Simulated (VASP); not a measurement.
# SiC (P6_3mc) in VASP: settings compared

The runs below take SiC through single point, with PBEsol, RPBE, LDA, BLYP.

Everything below comes from runs of VASP 6.6.1. Logs are shortened: lines on timing, memory, paths and dates and some standing lists are left out, and cuts for length are marked.

## (1) The cell of the first run

The structure is hexagonal, space group P6_3mc (No. 186). Conventional cell: a = 3.078 Å, b = 3.078 Å, c = 10.076 Å, α = 90.00°, β = 90.00°, γ = 120.00°. Within 2.5 Å of Si (site symmetry 3m) lie 4 C at 1.88 to 1.89 Å. Within 2.5 Å of Si (site symmetry 3m) lie 4 C at 1.89 Å. Within 2.5 Å of C (site symmetry 3m) lie 4 Si at 1.89 Å. C (site symmetry 3m) has 4 Si at 1.88 to 1.89 Å within 2.5 Å.

## (2) Single point, PBEsol

Input file INCAR:

```
PREC     = Accurate       # precision mode
ENCUT    = 520            # plane-wave cutoff, eV
EDIFF    = 1E-6           # SCF threshold, eV
ISMEAR   = -1             # smearing method
SIGMA    = 0.05           # smearing width, eV
LREAL    = F              # projectors in reciprocal space
LASPH    = T              # aspherical terms in the spheres
NELM     = 60             # most SCF steps
ALGO     = Normal         # electronic algorithm
ISIF     = 2              # what is computed and relaxed
LWAVE    = F              # write WAVECAR
LCHARG   = F              # write CHGCAR
GGA      = PS             # functional
NBANDS   = 26             # bands
```

Input file KPOINTS:

```
Automatic mesh
0
Gamma
  10 10 3
```

Input file POSCAR:

```
SiC
1.0
    3.0780442579      0.0000000000      0.0000000000
   -1.5390221289      2.6656645213      0.0000000000
    0.0000000000      0.0000000000     10.0756657957
Si C
4 4
Direct
    0.0000000000      0.0000000000      0.1878963113
    0.0000000000      0.0000000000      0.6878963113
    0.3333333333      0.6666666667      0.4378288389
    0.6666666667      0.3333333333      0.9378288389
    0.0000000000      0.0000000000      0.0004548126
    0.0000000000      0.0000000000      0.5004548126
    0.3333333333      0.6666666667      0.2498190372
    0.6666666667      0.3333333333      0.7498190372
```

Potentials or basis: VASP PAW PBE potentials, release 64 (Si, C).

Command:

```console
$ cat potpaw_PBE.64/Si/POTCAR potpaw_PBE.64/C/POTCAR > POTCAR
$ mpirun -np 1 vasp_std > vasp.out
```

OUTCAR:

```text
PREC = Accurate
   ENCUT = 520
   EDIFF = 1E-6
   ISMEAR = -1
   LREAL = F
   LASPH = T
   NELM = 60
   ISIF = 2
   GGA = PS

 ion  position               nearest neighbor table
   1  0.000  0.000  0.188-   7 1.88   7 1.88   7 1.88   5 1.89   3 3.08   3 3.08   3 3.08   4 3.08
                             4 3.08   4 3.08
   2  0.000  0.000  0.688-   8 1.88   8 1.88   8 1.88   6 1.89   4 3.08   4 3.08   4 3.08   3 3.08
                             3 3.08   3 3.08
   3  0.333  0.667  0.438-   6 1.89   6 1.89   6 1.89   7 1.89   1 3.08   1 3.08   1 3.08   2 3.08
                             2 3.08   2 3.08
   4  0.667  0.333  0.938-   5 1.89   5 1.89   5 1.89   8 1.89   2 3.08   2 3.08   2 3.08   1 3.08
                             1 3.08   1 3.08
   5  0.000  0.000  0.000-   4 1.89   4 1.89   4 1.89   1 1.89
   6  0.000  0.000  0.500-   3 1.89   3 1.89   3 1.89   2 1.89
   7  0.333  0.667  0.250-   1 1.88   1 1.88   1 1.88   3 1.89
   8  0.667  0.333  0.750-   2 1.88   2 1.88   2 1.88   4 1.89

  LATTYP: Found a hexagonal cell.
 ALAT       =     3.0780442579
 C/A-ratio  =     3.2733986101

  Lattice vectors:

 A1 = (   3.0780442579,   0.0000000000,   0.0000000000)
 A2 = (  -1.5390221289,   2.6656645213,   0.0000000000)
 A3 = (   0.0000000000,   0.0000000000,  10.0756657957)

Analysis of symmetry for initial positions (statically):
=====================================================================
 Subroutine PRICEL returns:
 Original cell was already a primitive cell.

 Routine SETGRP: Setting up the symmetry group for a
 hexagonal supercell.

 Subroutine GETGRP returns: Found 12 space group operations
 (whereof  6 operations were pure point group operations)
 out of a pool of 24 trial point group operations.

The static configuration has the point symmetry C_3v.
 The point group associated with its full space group is C_6v.

Analysis of symmetry for dynamics (positions and initial velocities):
=====================================================================
 Subroutine PRICEL returns:
 Original cell was already a primitive cell.

 Routine SETGRP: Setting up the symmetry group for a
 hexagonal supercell.

 Subroutine GETGRP returns: Found 12 space group operations
 (whereof  6 operations were pure point group operations)
 out of a pool of 24 trial point group operations.

The dynamic configuration has the point symmetry C_3v.
 The point group associated with its full space group is C_6v.

 Subroutine INISYM returns: Found 12 space group operations
 (whereof  6 operations are pure point group operations),
 and found     1 'primitive' translations

----------------------------------------------------------------------------------------

                                     Primitive cell

  volume of cell :      82.6712

  direct lattice vectors                    reciprocal lattice vectors
     3.078044258  0.000000000  0.000000000     0.324881618  0.187570490  0.000000000
    -1.539022129  2.665664521  0.000000000     0.000000000  0.375140980  0.000000000
     0.000000000  0.000000000 10.075665796     0.000000000  0.000000000  0.099249024

  length of vectors
     3.078044258  3.078044258 10.075665796     0.375140980  0.375140980  0.099249024

  position of ions in fractional coordinates (direct lattice)
     0.000000000  0.000000000  0.187896311
     0.000000000  0.000000000  0.687896311
     0.333333333  0.666666667  0.437828839
     0.666666667  0.333333333  0.937828839
     0.000000000  0.000000000  0.000454813
     0.000000000  0.000000000  0.500454813
     0.333333333  0.666666667  0.249819037
     0.666666667  0.333333333  0.749819037

  ion indices of the primitive-cell ions
   primitive index   ion index
                 1           1
                 2           2
                 3           3
                 4           4
                 5           5
                 6           6
                 7           7
                 8           8

----------------------------------------------------------------------------------------

 KPOINTS: Automatic mesh

Automatic generation of k-mesh.
 Grid dimensions read from file:
 generate k-points for:   10   10    3

 Generating k-lattice:

  Cartesian coordinates                     Fractional coordinates (reciprocal lattice)
     0.032488162  0.018757049  0.000000000     0.100000000  0.000000000  0.000000000
     0.000000000  0.037514098  0.000000000     0.000000000  0.100000000  0.000000000
     0.000000000  0.000000000  0.033083008     0.000000000  0.000000000  0.333333333

  Length of vectors
     0.037514098  0.037514098  0.033083008

  Shift w.r.t. Gamma in fractional coordinates (k-lattice)
     0.000000000  0.000000000  0.000000000

 Subroutine IBZKPT returns following result:
 ===========================================

 Found     28 irreducible k-points:

 Following reciprocal coordinates:
            Coordinates               Weight
  0.000000  0.000000  0.000000      1.000000
  0.100000  0.000000  0.000000      6.000000
  0.200000  0.000000  0.000000      6.000000
  0.300000 -0.000000  0.000000      6.000000
  0.400000  0.000000  0.000000      6.000000
  0.500000  0.000000  0.000000      3.000000
[... 16 lines left out ...]
  0.300000  0.100000  0.333333     24.000000
  0.400000  0.100000  0.333333     24.000000
 [... further k-points ...]
   k-points           NKPTS =     28   k-points in BZ     NKDIM =     28   number of bands    NBANDS=     26
   number of dos      NEDOS =    301   number of ions     NIONS =      8
   total plane-waves  NPLWV =  46080
   dimension x,y,z NGX =    24 NGY =   24 NGZ =   80
   dimension x,y,z NGXF=    48 NGYF=   48 NGZF=  160
   ions per type =               4   4
   NGX,Y,Z   is equivalent  to a cutoff of  12.96, 12.96, 13.20 a.u.
   NGXF,Y,Z  is equivalent  to a cutoff of  25.92, 25.92, 26.40 a.u.
 SYSTEM =  unknown system
   PREC   = accura    normal or accurate (medium, high low for compatibility)
   ISTART =      0    job   : 0-new  1-cont  2-samecut
   ICHARG =      2    charge: 1-file 2-atom 10-const
   ISPIN  =      1    spin polarized calculation?
   LNONCOLLINEAR =      F non collinear calculations
   LSORBIT =      F    spin-orbit coupling
   LASPH  =      T    aspherical Exc in radial PAW
   ENCUT  =  520.0 eV  38.22 Ry    6.18 a.u.   5.72  5.72 18.73*2*pi/ulx,y,z
   NELM   =     60;   NELMIN=  2; NELMDL= -5     # of ELM steps
   EDIFF  = 0.1E-05   stopping-criterion for ELM
   LREAL  =      F    real-space projection
   EDIFFG = 0.1E-04   stopping-criterion for IOM
   NSW    =      0    number of steps for IOM
   IBRION =     -1    ionic relax: 0-MD 1-quasi-New 2-CG
   NFREE  =      0    steps in history (QN), initial steepest desc. (CG)
   ISIF   =      2    stress and relaxation
   ISYM   =      2    0-nonsym 1-usesym 2-fastsym
   POTIM  = 0.5000    time-step for ionic-motion
   TEBEG  =    0.0;   TEEND  =   0.0 temperature during run
   PSTRESS=    0.0 pullay stress
   NELECT =      32.0000    total number of electrons
   NUPDOWN=      -1.0000    fix difference up-down
   EMIN   =  10.00;   EMAX   =-10.00  energy-range for DOS
   EFERMI =   0.00;   METHOD = LEGACY
   ISMEAR =    -1;   SIGMA  =   0.05  broadening in eV -4-tet -1-fermi 0-gaus
   EFERMI_NEDOS =   21; number of points for ismear=-14 and -15
   IALGO  =     38    algorithm
   IMIX   =      4    mixing-type and parameters
     AMIX     =   0.40;   BMIX     =  1.00
     AMIX_MAG =   1.60;   BMIX_MAG =  1.00
  volume/ion in A,a.u.               =      10.33        69.74
  Fermi-wavevector in a.u.,A,eV,Ry     =   1.193091  2.254614 19.367422  1.423465
  Thomas-Fermi vector in A             =   2.329113
   LORBIT       =      0    0 simple, 1 ext, 2 COOP (PROOUT), +10 PAW based schemes
   GGA     = PS    functional components
   LHFCALC =     F    Hartree Fock is set to
   AEXX    =    0.0000 exact exchange contribution
   IVDW    =     0    specifies the selected vdW correction
   LEPSILON=     F    determine dielectric tensor
   LRPA    =     F    only Hartree local field effects (RPA)
 non-spin polarized calculation
  energy-cutoff  :      520.00
  volume of cell :       82.67
 maximum number of plane-waves:      2256
 NGX is ok and might be reduce to    24
   NGX = 11   NGY = 11   NGZ = 37

 number of electron      32.0000001 magnetization

 Free energy of the ion-electron system (eV)
  ---------------------------------------------------
  ext. energy  EPLUGINS =         0.00000000
  ---------------------------------------------------
  free energy    TOTEN  =       -63.67129614 eV

  energy without entropy =      -63.67129614  energy(sigma->0) =      -63.67129614

 E-fermi :   9.1136     XC(G=0): -11.5070

 val. band max:        8.1370239754   @ k =   0.0000   0.0000   0.0000
 cond. band min:      10.2458534974   @ k =   0.5000   0.0000   0.0000
 fundamental gap:      2.1088295220
 Fermi energy:         9.1136275609

 k-point     1 :       0.0000    0.0000    0.0000
  band No.  band energies     occupation
      1      -7.3737      2.00000
      2      -6.1893      2.00000
      3      -6.1533      2.00000
      4      -3.7646      2.00000
      5      -0.5440      2.00000
      6       3.7314      2.00000
[... 18 lines left out ...]
     25      15.4707      0.00000
     26      16.1220      0.00000

 k-point     2 :       0.1000    0.0000    0.0000
  band No.  band energies     occupation
      1      -7.1993      2.00000
      2      -6.0207      2.00000
      3      -5.9838      2.00000
      4      -3.6174      2.00000
      5      -0.3833      2.00000
      6       3.7835      2.00000
[... 18 lines left out ...]
     25      15.6590      0.00000
[... 608 lines left out ...]
     25      16.3646      0.00000
     26      17.3778      0.00000

 k-point    24 :       0.4000    0.1000    0.3333
  band No.  band energies     occupation
      1      -4.0085      2.00000
      2      -3.7155      2.00000
      3      -2.8022      2.00000
      4      -2.4275      2.00000
      5      -0.0548      2.00000
      6       0.3084      2.00000
[... 18 lines left out ...]
     25      16.0292      0.00000
     26      16.9208      0.00000

 [... further k-points ...]

------------------------ aborting loop because EDIFF is reached ----------------------------------------

  FORCE on cell =-STRESS in cart. coord.  units (eV):
  Direction    XX          YY          ZZ          XY          YZ          ZX
  --------------------------------------------------------------------------------------
  -------------------------------------------------------------------------------------
  Total        0.1774440      0.1774440      0.2001749      0.0000000      0.0000000     -0.0000000
  in kB        3.4388857      3.4388857      3.8794130      0.0000000      0.0000000     -0.0000000
  external PRESSURE =       3.5857281 kB  Pullay stress =       0.0000000 kB

 VOLUME and BASIS-vectors are now :
 -----------------------------------------------------------------------------
  energy-cutoff  :      520.00
  volume of cell :       82.67
      direct lattice vectors                 reciprocal lattice vectors
     3.078044258  0.000000000  0.000000000     0.324881618  0.187570490  0.000000000
    -1.539022129  2.665664521  0.000000000     0.000000000  0.375140980  0.000000000
     0.000000000  0.000000000 10.075665796     0.000000000  0.000000000  0.099249024

 POSITION                                       TOTAL-FORCE (eV/Angst)
 -----------------------------------------------------------------------------------
      0.00000      0.00000      1.89318        -0.000000      0.000000      0.004073
      0.00000      0.00000      6.93101         0.000000      0.000000      0.004073
     -0.00000      1.77711      4.41142         0.000000     -0.000000      0.003539
      1.53902      0.88855      9.44925        -0.000000      0.000000      0.003539
      0.00000      0.00000      0.00458         0.000000     -0.000000     -0.002946
      0.00000      0.00000      5.04242         0.000000      0.000000     -0.002946
     -0.00000      1.77711      2.51709         0.000000      0.000000     -0.004666
      1.53902      0.88855      7.55493        -0.000000      0.000000     -0.004666
 -----------------------------------------------------------------------------------
    total drift:                               -0.000000     -0.000000      0.000100

  FREE ENERGIE OF THE ION-ELECTRON SYSTEM (eV)
  ---------------------------------------------------
  free  energy   TOTEN  =       -63.6712961422 eV

  energy  without entropy=      -63.6712961421  energy(sigma->0) =      -63.67129614
```

It took 48 s on 1 thread of Intel Xeon 8259CL, shared host; peak memory 0.21 GiB.

What came out:

```yaml
Free_energy: -63.6713 eV
Pressure: 0.4 GPa
Largest_force: 0.005 eV/Å
Band_gap_on_the_k_mesh: 2.11 eV (least direct gap 3.23 eV)
```

Forces in eV/Å, atoms in the order of the input:
```
Si   0.000  0.000  0.004
Si   0.000  0.000  0.004
Si   0.000  0.000  0.004
Si   0.000  0.000  0.004
C    0.000  0.000 -0.003
C    0.000  0.000 -0.003
C    0.000  0.000 -0.005
C    0.000  0.000 -0.005
```

Caveat: the PAW data sets were made with another functional, which shifts forces and pressure a little; an odd mesh through Γ misses points on the zone boundary, where band edges can lie.

[end of part 1 of 2]
